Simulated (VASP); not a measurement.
# BiTe (R-3m) in VASP: single point with r2SCAN

Aim: the single point of BiTe with r2SCAN.

Program: VASP 6.6.1. These are calculated values, not measurements. Logs are shortened: lines on timing, memory, paths and dates and some standing lists are left out, and cuts for length are marked.

### 1 The cell of the first run

It takes space group R-3m (No. 166, trigonal). The conventional cell has a = 4.538 Å, b = 4.538 Å, c = 11.169 Å, α = 90.00°, β = 90.00°, γ = 120.00°. Within 4.2 Å of Bi (site symmetry -3m) lie 6 Te at 3.21 Å. Within 4.2 Å of Te (site symmetry -3m) lie 6 Bi at 3.21 Å.

### 2 Single point, r2SCAN

Input file POSCAR:

```
BiTe
1.0
    2.2687986919      1.3098915355      3.7229843914
   -2.2687986919      1.3098915355      3.7229843914
    0.0000000000     -2.6197830711      3.7229843914
Bi Te
1 1
Direct
    0.5000000000      0.5000000000      0.5000000000
    0.0000000000      0.0000000000      0.0000000000
```

Input file INCAR.step1:

```
PREC = Accurate ; ENCUT = 520
ISMEAR = 0 ; SIGMA = 0.15
LREAL = F ; LASPH = T
NELM = 60 ; NBANDS = 18
GGA = PE ; ALGO = Normal
EDIFF = 1E-4 ; LWAVE = T
LCHARG = F
```

Input file INCAR.step2:

```
PREC = Accurate ; ENCUT = 520
EDIFF = 1E-7 ; ISMEAR = 0
SIGMA = 0.15 ; LREAL = F
LASPH = T ; NELM = 60
ALGO = Normal ; ISIF = 2
LWAVE = F ; LCHARG = F
METAGGA = R2SCAN ; LMIXTAU = T
NBANDS = 18 ; ISTART = 1
```

Input file KPOINTS:

```
regular mesh
0
Gamma
  18 18 18
```

Potentials or basis: VASP PAW PBE potentials, release 64 (Bi_d, Te).

On the command line:

```sh
$ cat potpaw_PBE.64/Bi_d/POTCAR potpaw_PBE.64/Te/POTCAR > POTCAR
$ cp INCAR.step1 INCAR
$ mpirun -np 1 vasp_std > vasp.out
$ cp INCAR.step2 INCAR
$ mpirun -np 1 vasp_std > vasp.out
```

OUTCAR:

```text
PREC = Accurate
   ENCUT = 520
   EDIFF = 1E-7
   ISMEAR = 0
   LREAL = F
   LASPH = T
   NELM = 60
   ISIF = 2
   METAGGA = R2SCAN
   ISTART = 1

 ion  position               nearest neighbor table
   1  0.500  0.500  0.500-   2 3.21   2 3.21   2 3.21   2 3.21   2 3.21   2 3.21
   2  0.000  0.000  0.000-   1 3.21   1 3.21   1 3.21   1 3.21   1 3.21   1 3.21

  LATTYP: Found a trigonal (rhomboedric) cell.
 ALAT       =     4.5523484179
 COS(alpha) =     0.5032350632

  Lattice vectors:

 A1 = (   2.2687986919,   1.3098915355,   3.7229843914)
 A2 = (  -2.2687986919,   1.3098915355,   3.7229843914)
 A3 = (   0.0000000000,  -2.6197830711,   3.7229843914)

Analysis of symmetry for initial positions (statically):
=====================================================================
 Subroutine PRICEL returns:
 Original cell was already a primitive cell.

 Routine SETGRP: Setting up the symmetry group for a
 trigonal (rhombohedral) supercell.

 Subroutine GETGRP returns: Found 12 space group operations
 (whereof 12 operations were pure point group operations)
 out of a pool of 12 trial point group operations.

The static configuration has the point symmetry D_3d.

Analysis of symmetry for dynamics (positions and initial velocities):
=====================================================================
 Subroutine PRICEL returns:
 Original cell was already a primitive cell.

 Routine SETGRP: Setting up the symmetry group for a
 trigonal (rhombohedral) supercell.

 Subroutine GETGRP returns: Found 12 space group operations
 (whereof 12 operations were pure point group operations)
 out of a pool of 12 trial point group operations.

The dynamic configuration has the point symmetry D_3d.

 Subroutine INISYM returns: Found 12 space group operations
 (whereof 12 operations are pure point group operations),
 and found     1 'primitive' translations

----------------------------------------------------------------------------------------

                                     Primitive cell

  volume of cell :      66.3856

  direct lattice vectors                    reciprocal lattice vectors
     2.268798692  1.309891536  3.722984391     0.220380945  0.127236998  0.089533906
    -2.268798692  1.309891536  3.722984391    -0.220380945  0.127236998  0.089533906
     0.000000000 -2.619783071  3.722984391     0.000000000 -0.254473996  0.089533906

  length of vectors
     4.552348418  4.552348418  4.552348418     0.269765333  0.269765333  0.269765333

  position of ions in fractional coordinates (direct lattice)
     0.500000000  0.500000000  0.500000000
     0.000000000  0.000000000  0.000000000

  ion indices of the primitive-cell ions
   primitive index   ion index
                 1           1
                 2           2

----------------------------------------------------------------------------------------

 KPOINTS: regular mesh

Automatic generation of k-mesh.
 Grid dimensions read from file:
 generate k-points for:   18   18   18

 Generating k-lattice:

  Cartesian coordinates                     Fractional coordinates (reciprocal lattice)
     0.012243386  0.007068722  0.004974106     0.055555556  0.000000000 -0.000000000
    -0.012243386  0.007068722  0.004974106     0.000000000  0.055555556 -0.000000000
     0.000000000 -0.014137444  0.004974106    -0.000000000 -0.000000000  0.055555556

  Length of vectors
     0.014986963  0.014986963  0.014986963

  Shift w.r.t. Gamma in fractional coordinates (k-lattice)
     0.000000000  0.000000000  0.000000000

 Subroutine IBZKPT returns following result:
 ===========================================

 Found    580 irreducible k-points:

 Following reciprocal coordinates:
            Coordinates               Weight
  0.000000  0.000000  0.000000      1.000000
  0.055556  0.000000  0.000000      6.000000
  0.111111  0.000000  0.000000      6.000000
  0.166667  0.000000  0.000000      6.000000
  0.222222  0.000000  0.000000      6.000000
  0.277778  0.000000 -0.000000      6.000000
[... 16 lines left out ...]
 -0.277778  0.055556  0.000000     12.000000
 -0.222222  0.055556 -0.000000     12.000000
 [... further k-points ...]
   k-points           NKPTS =    580   k-points in BZ     NKDIM =    580   number of bands    NBANDS=     18
   number of dos      NEDOS =    301   number of ions     NIONS =      2
   total plane-waves  NPLWV =  46656
   dimension x,y,z NGX =    36 NGY =   36 NGZ =   36
   dimension x,y,z NGXF=    72 NGYF=   72 NGZF=   72
   ions per type =               1   1
   NGX,Y,Z   is equivalent  to a cutoff of  13.15, 13.15, 13.15 a.u.
   NGXF,Y,Z  is equivalent  to a cutoff of  26.29, 26.29, 26.29 a.u.
 SYSTEM =  unknown system
   PREC   = accura    normal or accurate (medium, high low for compatibility)
   ISTART =      1    job   : 0-new  1-cont  2-samecut
   ICHARG =      0    charge: 1-file 2-atom 10-const
   ISPIN  =      1    spin polarized calculation?
   LNONCOLLINEAR =      F non collinear calculations
   LSORBIT =      F    spin-orbit coupling
   LASPH  =      T    aspherical Exc in radial PAW
   ENCUT  =  520.0 eV  38.22 Ry    6.18 a.u.   8.46  8.46  8.46*2*pi/ulx,y,z
   NELM   =     60;   NELMIN=  2; NELMDL=  0     # of ELM steps
   EDIFF  = 0.1E-06   stopping-criterion for ELM
   LREAL  =      F    real-space projection
   EDIFFG = 0.1E-05   stopping-criterion for IOM
   NSW    =      0    number of steps for IOM
   IBRION =     -1    ionic relax: 0-MD 1-quasi-New 2-CG
   NFREE  =      0    steps in history (QN), initial steepest desc. (CG)
   ISIF   =      2    stress and relaxation
   ISYM   =      2    0-nonsym 1-usesym 2-fastsym
   POTIM  = 0.5000    time-step for ionic-motion
   TEBEG  =    0.0;   TEEND  =   0.0 temperature during run
   PSTRESS=    0.0 pullay stress
   NELECT =      21.0000    total number of electrons
   NUPDOWN=      -1.0000    fix difference up-down
   EMIN   =  10.00;   EMAX   =-10.00  energy-range for DOS
   EFERMI =   0.00;   METHOD = LEGACY
   ISMEAR =     0;   SIGMA  =   0.15  broadening in eV -4-tet -1-fermi 0-gaus
   EFERMI_NEDOS =   21; number of points for ismear=-14 and -15
   IALGO  =     38    algorithm
   IMIX   =      4    mixing-type and parameters
     AMIX     =   0.40;   BMIX     =  1.00
     AMIX_MAG =   1.60;   BMIX_MAG =  1.00
  volume/ion in A,a.u.               =      33.19       224.00
  Fermi-wavevector in a.u.,A,eV,Ry     =   1.115467  2.107927 16.929271  1.244266
  Thomas-Fermi vector in A             =   2.252072
   LORBIT       =      0    0 simple, 1 ext, 2 COOP (PROOUT), +10 PAW based schemes
   METAGGA = R2SCAN    functional components
   LHFCALC =     F    Hartree Fock is set to
   AEXX    =    0.0000 exact exchange contribution
   IVDW    =     0    specifies the selected vdW correction
   LEPSILON=     F    determine dielectric tensor
   LRPA    =     F    only Hartree local field effects (RPA)
 non-spin polarized calculation
 Gauss-broadening in eV      SIGMA  =   0.15
  energy-cutoff  :      520.00
  volume of cell :       66.39
 maximum number of plane-waves:      1817
 NGX is ok and might be reduce to    36
   NGX = 17   NGY = 17   NGZ = 17

 number of electron      21.0000004 magnetization

 Free energy of the ion-electron system (eV)
  ---------------------------------------------------
  ext. energy  EPLUGINS =         0.00000000
  ---------------------------------------------------
  free energy    TOTEN  =       -84.03071780 eV

  energy without entropy =      -84.01576089  energy(sigma->0) =      -84.02323934

 E-fermi :   6.8526     XC(G=0): -10.0965

 val. band max:        6.8448297994   @ k =   0.3333   0.3333   0.3333
 cond. band min:       6.8564414703   @ k =   0.3333   0.3333   0.3333
 fundamental gap:      0.0116116709
 Fermi energy:         6.8526008971

 k-point     1 :       0.0000    0.0000    0.0000
  band No.  band energies     occupation
      1     -17.0700      2.00000
      2     -17.0700      2.00000
      3     -17.0638      2.00000
      4     -17.0629      2.00000
      5     -17.0629      2.00000
      6      -7.4597      2.00000
[... 10 lines left out ...]
     17      13.7081      0.00000
     18      13.8132      0.00000

 k-point     2 :       0.0556    0.0000    0.0000
  band No.  band energies     occupation
      1     -17.0702      2.00000
      2     -17.0702      2.00000
      3     -17.0636      2.00000
      4     -17.0628      2.00000
      5     -17.0627      2.00000
      6      -7.4297      2.00000
[... 10 lines left out ...]
     17      13.9057      0.00000
     18      14.0035      0.00000

 k-point     3 :       0.1111    0.0000    0.0000
  band No.  band energies     occupation
      1     -17.0706      2.00000
      2     -17.0706      2.00000
      3     -17.0631      2.00000
      4     -17.0626      2.00000
      5     -17.0621      2.00000
      6      -7.3398      2.00000
[... 10 lines left out ...]
     17      14.4332      0.00000
     18      14.5015      0.00000

 k-point     4 :       0.1667    0.0000    0.0000
  band No.  band energies     occupation
      1     -17.0713      2.00000
      2     -17.0713      2.00000
      3     -17.0625      2.00000
      4     -17.0619      2.00000
      5     -17.0610      2.00000
      6      -7.1907      2.00000
[... 375 lines left out ...]
      4     -17.0577      2.00000
      5     -17.0562      2.00000
      6      -6.2649      2.00000
[... 10 lines left out ...]
     17      16.6909      0.00000
     18      17.6158      0.00000

 k-point    23 :      -0.2778    0.0556    0.0000
  band No.  band energies     occupation
      1     -17.0743      2.00000
      2     -17.0733      2.00000
      3     -17.0616      2.00000
      4     -17.0590      2.00000
      5     -17.0574      2.00000
      6      -6.5965      2.00000
[... 10 lines left out ...]
     17      16.2976      0.00000
     18      17.4046      0.00000

 k-point    24 :      -0.2222    0.0556   -0.0000
  band No.  band energies     occupation
      1     -17.0733      2.00000
      2     -17.0722      2.00000
      3     -17.0620      2.00000
      4     -17.0604      2.00000
      5     -17.0588      2.00000
      6      -6.8768      2.00000
[... 10 lines left out ...]
     17      15.4616      0.00000
     18      16.7876      0.00000

 [... further k-points ...]
[... 5 lines left out ...]
  --------------------------------------------------------------------------------------
  -------------------------------------------------------------------------------------
  Total        0.4135052      0.4135052      0.4165052     -0.0000000     -0.0000000      0.0000000
  in kB        9.9797069      9.9797069     10.0521109     -0.0000000     -0.0000000      0.0000000
  external PRESSURE =      10.0038416 kB  Pullay stress =       0.0000000 kB

 VOLUME and BASIS-vectors are now :
 -----------------------------------------------------------------------------
  energy-cutoff  :      520.00
  volume of cell :       66.39
      direct lattice vectors                 reciprocal lattice vectors
     2.268798692  1.309891536  3.722984391     0.220380945  0.127236998  0.089533906
    -2.268798692  1.309891536  3.722984391    -0.220380945  0.127236998  0.089533906
     0.000000000 -2.619783071  3.722984391     0.000000000 -0.254473996  0.089533906

 POSITION                                       TOTAL-FORCE (eV/Angst)
 -----------------------------------------------------------------------------------
      0.00000     -0.00000      5.58448         0.000000     -0.000000     -0.000000
      0.00000      0.00000      0.00000         0.000000      0.000000      0.000000
 -----------------------------------------------------------------------------------
    total drift:                               -0.000000     -0.000000      0.000000

  FREE ENERGIE OF THE ION-ELECTRON SYSTEM (eV)
  ---------------------------------------------------
  free  energy   TOTEN  =       -84.0307177986 eV

  energy  without entropy=      -84.0157608884  energy(sigma->0) =      -84.02323934
```

Wall time 83 min (1 thread of Oxide Virtual Turin-like, shared host); peak memory 0.74 GiB.

Results:

```
Free energy            : -84.0307 eV
Pressure               : 1.0 GPa
Band gap on the k mesh : zero (an odd number of electrons rules out a gap without spin polarisation)
```

Caveat: the PAW data sets were made with another functional, which shifts forces and pressure a little; spin-orbit coupling is left out, which moves the levels of the heavy elements; an odd number of electrons without spin polarisation forces a metal; a magnetic or distorted state may lie lower.
